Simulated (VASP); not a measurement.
# Si4W (P3m1) in VASP: single point with PBE

Aim: the single point of Si4W with PBE.

Everything below comes from runs of VASP 6.6.1. Logs are shortened: lines on timing, memory, paths and dates and some standing lists are left out, and cuts for length are marked.

**1. The cell of the first run**

The structure is trigonal, space group P3m1 (No. 156). Conventional cell: a = 4.656 Å, b = 4.656 Å, c = 4.522 Å, α = 90.00°, β = 90.00°, γ = 120.00°. Within 3.4 Å of Si (site symmetry 3m) lie 6 Si at 2.55 to 2.74 Å and 3 W at 2.92 Å. Within 3.0 Å of Si (site symmetry m) lie 6 Si at 2.29 to 2.74 Å and 2 W at 2.64 Å. Within 3.5 Å of W (site symmetry 3m) lie 9 Si at 2.64 to 2.92 Å.

**2. Single point, PBE**

File INCAR:

```
PREC = Accurate
ENCUT = 500
EDIFF = 1E-6
ISMEAR = 0
SIGMA = 0.2
LREAL = F
LASPH = T
NELM = 120
ALGO = Normal
ISIF = 2
LWAVE = F
LCHARG = F
GGA = PE
NBANDS = 23
GGA_COMPAT = F
```

File KPOINTS:

```
Automatic mesh
0
Gamma
  4 4 4
```

File POSCAR:

```
Si4W
1.0
    4.6563396838     -0.0000000030      0.0000000000
   -2.3281698393      4.0325084563      0.0000000000
    0.0000000000      0.0000000000      4.5215365032
Si W
4 1
Direct
    0.6666666667      0.3333333333      0.0060972872
    0.8358527246      0.1641472754      0.4813182800
    0.8358527246      0.6717054493      0.4813182800
    0.3282945507      0.1641472754      0.4813182800
    0.3333333333      0.6666666667      0.7543128127
```

Potentials or basis: VASP PAW PBE potentials, release 64 (Si, W_sv).

Launch:

```
> cat potpaw_PBE.64/Si/POTCAR potpaw_PBE.64/W_sv/POTCAR > POTCAR
> mpirun -np 1 vasp_std > vasp.out
```

OUTCAR:

```text
PREC = Accurate
   ENCUT = 500
   EDIFF = 1E-6
   ISMEAR = 0
   LREAL = F
   LASPH = T
   NELM = 120
   ISIF = 2
   GGA = PE

 ion  position               nearest neighbor table
   1  0.667  0.333  0.006-   2 2.55   3 2.55   4 2.55   2 2.74   3 2.74   4 2.74   5 2.92   5 2.92
                             5 2.92
   2  0.836  0.164  0.481-   3 2.29   4 2.29   3 2.36   4 2.36   1 2.55   5 2.64   5 2.64   1 2.74

   3  0.836  0.672  0.481-   2 2.29   4 2.29   2 2.36   4 2.36   1 2.55   5 2.64   5 2.64   1 2.74

   4  0.328  0.164  0.481-   3 2.29   2 2.29   3 2.36   2 2.36   1 2.55   5 2.64   5 2.64   1 2.74

   5  0.333  0.667  0.754-   4 2.64   4 2.64   2 2.64   2 2.64   3 2.64   3 2.64   1 2.92   1 2.92
                             1 2.92

  LATTYP: Found a hexagonal cell.
 ALAT       =     4.6563396838
 C/A-ratio  =     0.9710495390

  Lattice vectors:

 A1 = (   4.6563396838,  -0.0000000030,   0.0000000000)
 A2 = (  -2.3281698393,   4.0325084563,   0.0000000000)
 A3 = (   0.0000000000,   0.0000000000,   4.5215365032)

Analysis of symmetry for initial positions (statically):
=====================================================================
 Subroutine PRICEL returns:
 Original cell was already a primitive cell.

 Routine SETGRP: Setting up the symmetry group for a
 hexagonal supercell.

 Subroutine GETGRP returns: Found  6 space group operations
 (whereof  6 operations were pure point group operations)
 out of a pool of 24 trial point group operations.

The static configuration has the point symmetry C_3v.

Analysis of symmetry for dynamics (positions and initial velocities):
=====================================================================
 Subroutine PRICEL returns:
 Original cell was already a primitive cell.

 Routine SETGRP: Setting up the symmetry group for a
 hexagonal supercell.

 Subroutine GETGRP returns: Found  6 space group operations
 (whereof  6 operations were pure point group operations)
 out of a pool of 24 trial point group operations.

The dynamic configuration has the point symmetry C_3v.

 Subroutine INISYM returns: Found  6 space group operations
 (whereof  6 operations are pure point group operations),
 and found     1 'primitive' translations

----------------------------------------------------------------------------------------

                                     Primitive cell

  volume of cell :      84.8997

  direct lattice vectors                    reciprocal lattice vectors
     4.656339684 -0.000000003  0.000000000     0.214760964  0.123992300  0.000000000
    -2.328169839  4.032508456  0.000000000     0.000000000  0.247984601  0.000000000
     0.000000000  0.000000000  4.521536503     0.000000000  0.000000000  0.221163757

  length of vectors
     4.656339684  4.656339684  4.521536503     0.247984601  0.247984601  0.221163757

  position of ions in fractional coordinates (direct lattice)
     0.666666667  0.333333333  0.006097287
     0.835852725  0.164147275  0.481318280
     0.835852725  0.671705449  0.481318280
     0.328294551  0.164147275  0.481318280
     0.333333333  0.666666667  0.754312813

  ion indices of the primitive-cell ions
   primitive index   ion index
                 1           1
                 2           2
                 3           3
                 4           4
                 5           5

----------------------------------------------------------------------------------------

 KPOINTS: Automatic mesh

Automatic generation of k-mesh.
 Grid dimensions read from file:
 generate k-points for:    4    4    4

 Generating k-lattice:

  Cartesian coordinates                     Fractional coordinates (reciprocal lattice)
     0.053690241  0.030998075  0.000000000     0.250000000  0.000000000  0.000000000
     0.000000000  0.061996150  0.000000000     0.000000000  0.250000000  0.000000000
     0.000000000  0.000000000  0.055290939     0.000000000  0.000000000  0.250000000

  Length of vectors
     0.061996150  0.061996150  0.055290939

  Shift w.r.t. Gamma in fractional coordinates (k-lattice)
     0.000000000  0.000000000  0.000000000

 Subroutine IBZKPT returns following result:
 ===========================================

 Found     13 irreducible k-points:

 Following reciprocal coordinates:
            Coordinates               Weight
  0.000000  0.000000  0.000000      1.000000
  0.250000  0.000000  0.000000      6.000000
  0.500000  0.000000  0.000000      3.000000
  0.250000  0.250000  0.000000      6.000000
  0.000000  0.000000  0.250000      2.000000
  0.250000  0.000000  0.250000      6.000000
  0.000000  0.250000  0.250000      6.000000
  0.500000  0.000000  0.250000      6.000000
  0.250000  0.250000  0.250000     12.000000
  0.000000  0.000000  0.500000      1.000000
  0.250000  0.000000  0.500000      6.000000
  0.500000  0.000000  0.500000      3.000000
  0.250000  0.250000  0.500000      6.000000
   k-points           NKPTS =     13   k-points in BZ     NKDIM =     13   number of bands    NBANDS=     23
   number of dos      NEDOS =    301   number of ions     NIONS =      5
   total plane-waves  NPLWV =  46656
   dimension x,y,z NGX =    36 NGY =   36 NGZ =   36
   dimension x,y,z NGXF=    72 NGYF=   72 NGZF=   72
   ions per type =               4   1
   NGX,Y,Z   is equivalent  to a cutoff of  12.85, 12.85, 13.24 a.u.
   NGXF,Y,Z  is equivalent  to a cutoff of  25.71, 25.71, 26.47 a.u.
 SYSTEM =  unknown system
   PREC   = accura    normal or accurate (medium, high low for compatibility)
   ISTART =      0    job   : 0-new  1-cont  2-samecut
   ICHARG =      2    charge: 1-file 2-atom 10-const
   ISPIN  =      1    spin polarized calculation?
   LNONCOLLINEAR =      F non collinear calculations
   LSORBIT =      F    spin-orbit coupling
   LASPH  =      T    aspherical Exc in radial PAW
   ENCUT  =  500.0 eV  36.75 Ry    6.06 a.u.   8.49  8.49  8.24*2*pi/ulx,y,z
   NELM   =    120;   NELMIN=  2; NELMDL= -5     # of ELM steps
   EDIFF  = 0.1E-05   stopping-criterion for ELM
   LREAL  =      F    real-space projection
   EDIFFG = 0.1E-04   stopping-criterion for IOM
   NSW    =      0    number of steps for IOM
   IBRION =     -1    ionic relax: 0-MD 1-quasi-New 2-CG
   NFREE  =      0    steps in history (QN), initial steepest desc. (CG)
   ISIF   =      2    stress and relaxation
   ISYM   =      2    0-nonsym 1-usesym 2-fastsym
   POTIM  = 0.5000    time-step for ionic-motion
   TEBEG  =    0.0;   TEEND  =   0.0 temperature during run
   PSTRESS=    0.0 pullay stress
   NELECT =      30.0000    total number of electrons
   NUPDOWN=      -1.0000    fix difference up-down
   EMIN   =  10.00;   EMAX   =-10.00  energy-range for DOS
   EFERMI =   0.00;   METHOD = LEGACY
   ISMEAR =     0;   SIGMA  =   0.20  broadening in eV -4-tet -1-fermi 0-gaus
   EFERMI_NEDOS =   21; number of points for ismear=-14 and -15
   IALGO  =     38    algorithm
   IMIX   =      4    mixing-type and parameters
     AMIX     =   0.40;   BMIX     =  1.00
     AMIX_MAG =   1.60;   BMIX_MAG =  1.00
  volume/ion in A,a.u.               =      16.98       114.59
  Fermi-wavevector in a.u.,A,eV,Ry     =   1.157391  2.187151 18.225723  1.339553
  Thomas-Fermi vector in A             =   2.294002
   LORBIT       =      0    0 simple, 1 ext, 2 COOP (PROOUT), +10 PAW based schemes
   GGA     = PE    functional components
   LHFCALC =     F    Hartree Fock is set to
   AEXX    =    0.0000 exact exchange contribution
   IVDW    =     0    specifies the selected vdW correction
   LEPSILON=     F    determine dielectric tensor
   LRPA    =     F    only Hartree local field effects (RPA)
 non-spin polarized calculation
 Gauss-broadening in eV      SIGMA  =   0.20
  energy-cutoff  :      500.00
  volume of cell :       84.90
 maximum number of plane-waves:      2212
 NGX is ok and might be reduce to    36
   NGX = 17   NGY = 17   NGZ = 17

 number of electron      30.0000002 magnetization

 Free energy of the ion-electron system (eV)
  ---------------------------------------------------
  ext. energy  EPLUGINS =         0.00000000
  ---------------------------------------------------
  free energy    TOTEN  =       -31.28612874 eV

  energy without entropy =      -31.23856608  energy(sigma->0) =      -31.26234741

 E-fermi :   8.3221     XC(G=0): -10.7860

 val. band max:        8.3059309514   @ k =   0.2500   0.2500   0.5000
 cond. band min:       8.3223393750   @ k =   0.2500   0.0000   0.0000
 fundamental gap:      0.0164084236
 Fermi energy:         8.3220973712

 k-point     1 :       0.0000    0.0000    0.0000
  band No.  band energies     occupation
      1     -65.7687      2.00000
      2     -30.0323      2.00000
      3     -30.0323      2.00000
      4     -29.8898      2.00000
      5      -5.5540      2.00000
      6       0.5776      2.00000
[... 15 lines left out ...]
     22      13.3777      0.00000
     23      13.3777      0.00000

 k-point     2 :       0.2500    0.0000    0.0000
  band No.  band energies     occupation
      1     -65.7687      2.00000
      2     -30.0347      2.00000
      3     -30.0329      2.00000
      4     -29.8895      2.00000
      5      -5.0613      2.00000
      6      -1.1259      2.00000
[... 15 lines left out ...]
     22      12.2969      0.00000
     23      12.8882      0.00000

 k-point     3 :       0.5000    0.0000    0.0000
  band No.  band energies     occupation
      1     -65.7687      2.00000
      2     -30.0370      2.00000
      3     -30.0336      2.00000
      4     -29.8891      2.00000
      5      -4.1606      2.00000
      6      -2.6428      2.00000
[... 15 lines left out ...]
     22      12.8186      0.00000
     23      13.1401      0.00000
[... 209 lines left out ...]
 k-point    12 :       0.5000    0.0000    0.5000
  band No.  band energies     occupation
      1     -65.7687      2.00000
      2     -30.0368      2.00000
      3     -30.0333      2.00000
      4     -29.8916      2.00000
      5      -3.5911      2.00000
      6      -2.2591      2.00000
[... 15 lines left out ...]
     22      12.7719      0.00000
     23      13.4116      0.00000

 k-point    13 :       0.2500    0.2500    0.5000
  band No.  band energies     occupation
      1     -65.7687      2.00000
      2     -30.0359      2.00000
      3     -30.0342      2.00000
      4     -29.8916      2.00000
      5      -3.6718      2.00000
      6      -1.9812      2.00000
[... 15 lines left out ...]
     22      12.4657      0.00000
     23      13.4370      0.00000

------------------------ aborting loop because EDIFF is reached ----------------------------------------

  FORCE on cell =-STRESS in cart. coord.  units (eV):
  Direction    XX          YY          ZZ          XY          YZ          ZX
  --------------------------------------------------------------------------------------
  -------------------------------------------------------------------------------------
  Total       -0.0006987     -0.0006987     -0.0992511     -0.0000000     -0.0000000      0.0000000
  in kB       -0.0131851     -0.0131851     -1.8730091     -0.0000000     -0.0000000      0.0000000
  external PRESSURE =      -0.6331264 kB  Pullay stress =       0.0000000 kB

 VOLUME and BASIS-vectors are now :
 -----------------------------------------------------------------------------
  energy-cutoff  :      500.00
  volume of cell :       84.90
      direct lattice vectors                 reciprocal lattice vectors
     4.656339684 -0.000000003  0.000000000     0.214760964  0.123992300  0.000000000
    -2.328169839  4.032508456  0.000000000     0.000000000  0.247984601  0.000000000
     0.000000000  0.000000000  4.521536503     0.000000000  0.000000000  0.221163757

 POSITION                                       TOTAL-FORCE (eV/Angst)
 -----------------------------------------------------------------------------------
      2.32817      1.34417      0.02757        -0.000000     -0.000000      0.051134
      3.50985      0.66193      2.17630         0.008725     -0.005037     -0.021483
      2.32817      2.70866      2.17630         0.000000      0.010075     -0.021483
      1.14649      0.66193      2.17630        -0.008725     -0.005037     -0.021483
      0.00000      2.68834      3.41065         0.000000     -0.000000      0.013317
 -----------------------------------------------------------------------------------
    total drift:                                0.000000     -0.000000      0.001039

  FREE ENERGIE OF THE ION-ELECTRON SYSTEM (eV)
  ---------------------------------------------------
  free  energy   TOTEN  =       -31.2861287449 eV

  energy  without entropy=      -31.2385660845  energy(sigma->0) =      -31.26234741
```

Wall time 11 s (1 thread of Intel Xeon 6975P-C (Granite Rapids), shared host); peak memory 0.2 GiB.

Results:

```yaml
Free_energy: -31.2861 eV
Pressure: -0.1 GPa
Largest_force: 0.051 eV/Å
Band_gap_on_the_k_mesh: zero (band 15 reaches 8.41 eV, above the bottom of band 16 at 8.29 eV)
```

Forces in eV/Å, atoms in the order of the input:
```
Si   0.000  0.000  0.051
Si   0.009 -0.005 -0.021
Si   0.000  0.010 -0.021
Si  -0.009 -0.005 -0.021
W    0.000  0.000  0.013
```

Caveat: the k points lie up to 0.39 Å⁻¹ apart; spin-orbit coupling is left out, which moves the levels of the heavy elements.
